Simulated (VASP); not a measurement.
# Pd (Im-3m) in VASP: notebook

The runs below take Pd through single point, with PBE, PBE+D3(BJ).

Program: VASP 6.6.1. These are calculated values, not measurements. Logs are shortened: lines on timing, memory, paths and dates and some standing lists are left out, and cuts for length are marked.

## Step 1: The cell of the first run

Symmetry: Im-3m, No. 229, cubic system. The conventional cell has a = 3.145 Å, b = 3.145 Å, c = 3.145 Å, α = 90.00°, β = 90.00°, γ = 90.00°. Within 3.6 Å of Pd (site symmetry m-3m) lie 14 Pd at 2.72 to 3.14 Å.

This isn't the form of Pd at room conditions, which is fcc.

## Step 2: Single point, PBE

INCAR

```
SYSTEM = Pd
PREC = Accurate
ENCUT = 500
EDIFF = 1E-6
ISMEAR = 0
SIGMA = 0.1
LREAL = .FALSE.
LASPH = .TRUE.
NELM = 120
ALGO = Normal
ISIF = 2
LWAVE = .FALSE.
LCHARG = .FALSE.
GGA = PE
NBANDS = 11
GGA_COMPAT = .FALSE.
```

KPOINTS

```
regular mesh
0
G
  12 12 12
  0 0 0
```

POSCAR

```
Pd
1.0
   -1.5722810000      1.5722810000      1.5722810000
    1.5722810000     -1.5722810000      1.5722810000
    1.5722810000      1.5722810000     -1.5722810000
Pd
1
Direct
    0.0000000000      0.0000000000      0.0000000000
```

Potentials or basis: VASP PAW PBE potentials, release 64 (Pd).

The run is started by

```console
cat potpaw_PBE.64/Pd/POTCAR > POTCAR
mpirun -np 1 vasp_std > vasp.out
```

OUTCAR:

```text
SYSTEM = Pd
   PREC = Accurate
   ENCUT = 500
   EDIFF = 1E-6
   ISMEAR = 0
   LREAL = .FALSE.
   LASPH = .TRUE.
   NELM = 120
   ISIF = 2
   GGA = PE

 ion  position               nearest neighbor table
   1  0.000  0.000  0.000-

  LATTYP: Found a body centered cubic cell.
 ALAT       =     3.1445620000

  Lattice vectors:

 A1 = (  -1.5722810000,   1.5722810000,   1.5722810000)
 A2 = (   1.5722810000,  -1.5722810000,   1.5722810000)
 A3 = (   1.5722810000,   1.5722810000,  -1.5722810000)

Analysis of symmetry for initial positions (statically):
=====================================================================
 Subroutine PRICEL returns:
 Original cell was already a primitive cell.

 Routine SETGRP: Setting up the symmetry group for a
 body centered cubic supercell.

 Subroutine GETGRP returns: Found 48 space group operations
 (whereof 48 operations were pure point group operations)
 out of a pool of 48 trial point group operations.

The static configuration has the point symmetry O_h .

Analysis of symmetry for dynamics (positions and initial velocities):
=====================================================================
 Subroutine PRICEL returns:
 Original cell was already a primitive cell.

 Routine SETGRP: Setting up the symmetry group for a
 body centered cubic supercell.

 Subroutine GETGRP returns: Found 48 space group operations
 (whereof 48 operations were pure point group operations)
 out of a pool of 48 trial point group operations.

The dynamic configuration has the point symmetry O_h .

 Subroutine INISYM returns: Found 48 space group operations
 (whereof 48 operations are pure point group operations),
 and found     1 'primitive' translations

----------------------------------------------------------------------------------------

                                     Primitive cell

  volume of cell :      15.5471

  direct lattice vectors                    reciprocal lattice vectors
    -1.572281000  1.572281000  1.572281000     0.000000000  0.318009313  0.318009313
     1.572281000 -1.572281000  1.572281000     0.318009313  0.000000000  0.318009313
     1.572281000  1.572281000 -1.572281000     0.318009313  0.318009313  0.000000000

  length of vectors
     2.723270576  2.723270576  2.723270576     0.449733083  0.449733083  0.449733083

  position of ions in fractional coordinates (direct lattice)
     0.000000000  0.000000000  0.000000000

  ion indices of the primitive-cell ions
   primitive index   ion index
                 1           1

----------------------------------------------------------------------------------------

 KPOINTS: regular mesh

Automatic generation of k-mesh.
 Grid dimensions read from file:
 generate k-points for:   12   12   12

 Generating k-lattice:

  Cartesian coordinates                     Fractional coordinates (reciprocal lattice)
     0.000000000  0.026500776  0.026500776     0.083333333  0.000000000  0.000000000
     0.026500776  0.000000000  0.026500776     0.000000000  0.083333333  0.000000000
     0.026500776  0.026500776  0.000000000     0.000000000  0.000000000  0.083333333

  Length of vectors
     0.037477757  0.037477757  0.037477757

  Shift w.r.t. Gamma in fractional coordinates (k-lattice)
     0.000000000  0.000000000  0.000000000

 Subroutine IBZKPT returns following result:
 ===========================================

 Found     72 irreducible k-points:

 Following reciprocal coordinates:
            Coordinates               Weight
  0.000000  0.000000  0.000000      1.000000
  0.083333  0.000000  0.000000     12.000000
  0.166667  0.000000  0.000000     12.000000
  0.250000  0.000000  0.000000     12.000000
  0.333333  0.000000  0.000000     12.000000
  0.416667  0.000000  0.000000     12.000000
[... 16 lines left out ...]
  0.333333  0.083333  0.083333     24.000000
  0.416667  0.083333  0.083333     12.000000
 [... further k-points ...]
   k-points           NKPTS =     72   k-points in BZ     NKDIM =     72   number of bands    NBANDS=     11
   number of dos      NEDOS =    301   number of ions     NIONS =      1
   total plane-waves  NPLWV =   8000
   dimension x,y,z NGX =    20 NGY =   20 NGZ =   20
   dimension x,y,z NGXF=    40 NGYF=   40 NGZF=   40
   ions per type =               1
   NGX,Y,Z   is equivalent  to a cutoff of  12.21, 12.21, 12.21 a.u.
   NGXF,Y,Z  is equivalent  to a cutoff of  24.42, 24.42, 24.42 a.u.
 SYSTEM =  Pd
   PREC   = accura    normal or accurate (medium, high low for compatibility)
   ISTART =      0    job   : 0-new  1-cont  2-samecut
   ICHARG =      2    charge: 1-file 2-atom 10-const
   ISPIN  =      1    spin polarized calculation?
   LNONCOLLINEAR =      F non collinear calculations
   LSORBIT =      F    spin-orbit coupling
   LASPH  =      T    aspherical Exc in radial PAW
   ENCUT  =  500.0 eV  36.75 Ry    6.06 a.u.   4.97  4.97  4.97*2*pi/ulx,y,z
   NELM   =    120;   NELMIN=  2; NELMDL= -5     # of ELM steps
   EDIFF  = 0.1E-05   stopping-criterion for ELM
   LREAL  =      F    real-space projection
   EDIFFG = 0.1E-04   stopping-criterion for IOM
   NSW    =      0    number of steps for IOM
   IBRION =     -1    ionic relax: 0-MD 1-quasi-New 2-CG
   NFREE  =      0    steps in history (QN), initial steepest desc. (CG)
   ISIF   =      2    stress and relaxation
   ISYM   =      2    0-nonsym 1-usesym 2-fastsym
   POTIM  = 0.5000    time-step for ionic-motion
   TEBEG  =    0.0;   TEEND  =   0.0 temperature during run
   PSTRESS=    0.0 pullay stress
   NELECT =      10.0000    total number of electrons
   NUPDOWN=      -1.0000    fix difference up-down
   EMIN   =  10.00;   EMAX   =-10.00  energy-range for DOS
   EFERMI =   0.00;   METHOD = LEGACY
   ISMEAR =     0;   SIGMA  =   0.10  broadening in eV -4-tet -1-fermi 0-gaus
   EFERMI_NEDOS =   21; number of points for ismear=-14 and -15
   IALGO  =     38    algorithm
   IMIX   =      4    mixing-type and parameters
     AMIX     =   0.40;   BMIX     =  1.00
     AMIX_MAG =   1.60;   BMIX_MAG =  1.00
  volume/ion in A,a.u.               =      15.55       104.92
  Fermi-wavevector in a.u.,A,eV,Ry     =   1.413160  2.670485 27.171123  1.997021
  Thomas-Fermi vector in A             =   2.534834
   LORBIT       =      0    0 simple, 1 ext, 2 COOP (PROOUT), +10 PAW based schemes
   GGA     = PE    functional components
   LHFCALC =     F    Hartree Fock is set to
   AEXX    =    0.0000 exact exchange contribution
   IVDW    =     0    specifies the selected vdW correction
   LEPSILON=     F    determine dielectric tensor
   LRPA    =     F    only Hartree local field effects (RPA)
 non-spin polarized calculation
 Gauss-broadening in eV      SIGMA  =   0.10
  energy-cutoff  :      500.00
  volume of cell :       15.55
 maximum number of plane-waves:       420
   NGX =  9   NGY =  9   NGZ =  9

 number of electron      10.0000005 magnetization

 Free energy of the ion-electron system (eV)
  ---------------------------------------------------
  ext. energy  EPLUGINS =         0.00000000
  ---------------------------------------------------
  free energy    TOTEN  =        -5.17853516 eV

  energy without entropy =       -5.17236094  energy(sigma->0) =       -5.17544805

 E-fermi :   8.9044     XC(G=0): -12.8538

 val. band max:        8.8932957609   @ k =  -0.2500   0.2500   0.1667
 cond. band min:       8.9744789766   @ k =  -0.4167   0.4167   0.2500
 fundamental gap:      0.0811832157
 Fermi energy:         8.9044356220

 k-point     1 :       0.0000    0.0000    0.0000
  band No.  band energies     occupation
      1       2.1891      2.00000
      2       6.1918      2.00000
      3       6.1918      2.00000
      4       6.1918      2.00000
      5       8.0331      2.00000
      6       8.0331      2.00000
      7      28.1925      0.00000
      8      28.1925      0.00000
      9      28.1925      0.00000
     10      36.1464      0.00000
     11      36.2096      0.00000

 k-point     2 :       0.0833    0.0000    0.0000
  band No.  band energies     occupation
      1       2.4422      2.00000
      2       6.1096      2.00000
      3       6.1953      2.00000
      4       6.3672      2.00000
      5       7.9404      2.00000
      6       8.0394      2.00000
      7      27.9615      0.00000
      8      28.2014      0.00000
      9      28.4834      0.00000
     10      34.2519      0.00000
     11      34.8541      0.00000

 k-point     3 :       0.1667    0.0000    0.0000
  band No.  band energies     occupation
      1       3.1322      2.00000
      2       5.8917      2.00000
      3       6.2103      2.00000
      4       6.8697      2.00000
      5       7.7759      2.00000
      6       8.0621      2.00000
      7      26.6786      0.00000
      8      27.7709      0.00000
      9      29.2839      0.00000
     10      33.1974      0.00000
     11      33.2377      0.00000

 k-point     4 :       0.2500    0.0000    0.0000
  band No.  band energies     occupation
      1       3.9202      2.00000
      2       5.6083      2.00000
      3       6.4696      2.00000
      4       7.6217      2.00000
      5       7.7336      2.00000
      6       8.1067      2.00000
      7      23.9748      0.00000
      8      26.5322      0.00000
      9      30.3870      0.00000
     10      30.9240      0.00000
     11      32.8884      0.00000
[... 239 lines left out ...]
 k-point    22 :       0.2500    0.0833    0.0833
  band No.  band energies     occupation
      1       4.5991      2.00000
      2       5.3059      2.00000
      3       6.5072      2.00000
      4       7.9137      2.00000
      5       8.1651      2.00000
      6       9.8315      0.00000
      7      20.9412      0.00000
      8      24.2685      0.00000
      9      25.4404      0.00000
     10      31.6717      0.00000
     11      35.4772      0.00000

 k-point    23 :       0.3333    0.0833    0.0833
  band No.  band energies     occupation
      1       4.4505      2.00000
      2       5.1440      2.00000
      3       7.4938      2.00000
      4       8.0019      2.00000
      5       8.2333      2.00000
      6      11.3791      0.00000
      7      17.9859      0.00000
      8      23.4799      0.00000
      9      24.3769      0.00000
     10      32.6261      0.00000
     11      35.4107      0.00000

 k-point    24 :       0.4167    0.0833    0.0833
  band No.  band energies     occupation
      1       4.3718      2.00000
      2       5.0879      2.00000
      3       7.9247      2.00000
      4       8.0389      2.00000
      5       8.2574      2.00000
      6      12.4240      0.00000
      7      16.4293      0.00000
      8      23.2003      0.00000
      9      23.9697      0.00000
     10      32.9731      0.00000
     11      35.4049      0.00000

 [... further k-points ...]
[... 5 lines left out ...]
  --------------------------------------------------------------------------------------
  -------------------------------------------------------------------------------------
  Total       -0.1363100     -0.1363100     -0.1363100     -0.0000000     -0.0000000     -0.0000000
  in kB      -14.0471378    -14.0471378    -14.0471378     -0.0000000     -0.0000000     -0.0000000
  external PRESSURE =     -14.0471378 kB  Pullay stress =       0.0000000 kB

 VOLUME and BASIS-vectors are now :
 -----------------------------------------------------------------------------
  energy-cutoff  :      500.00
  volume of cell :       15.55
      direct lattice vectors                 reciprocal lattice vectors
    -1.572281000  1.572281000  1.572281000     0.000000000  0.318009313  0.318009313
     1.572281000 -1.572281000  1.572281000     0.318009313  0.000000000  0.318009313
     1.572281000  1.572281000 -1.572281000     0.318009313  0.318009313  0.000000000

 POSITION                                       TOTAL-FORCE (eV/Angst)
 -----------------------------------------------------------------------------------
      0.00000      0.00000      0.00000        -0.000000      0.000000      0.000000
 -----------------------------------------------------------------------------------
    total drift:                               -0.000000     -0.000000     -0.000000

  FREE ENERGIE OF THE ION-ELECTRON SYSTEM (eV)
  ---------------------------------------------------
  free  energy   TOTEN  =        -5.1785351607 eV

  energy  without entropy=       -5.1723609352  energy(sigma->0) =       -5.17544805
```

It took 8.3 s on 1 thread of AMD EPYC 7R43 (Zen 3), shared host; peak memory 0.1 GiB.

What came out:

```yaml
Free_energy: -5.1785 eV
Pressure: -1.4 GPa
Band_gap_on_the_k_mesh: zero (bands 5 and 6 overlap by 1.54 eV)
```

(Part 1 of 2 ends here.)

The gap in the log of VASP goes by the Fermi energy; the results here count the filled bands.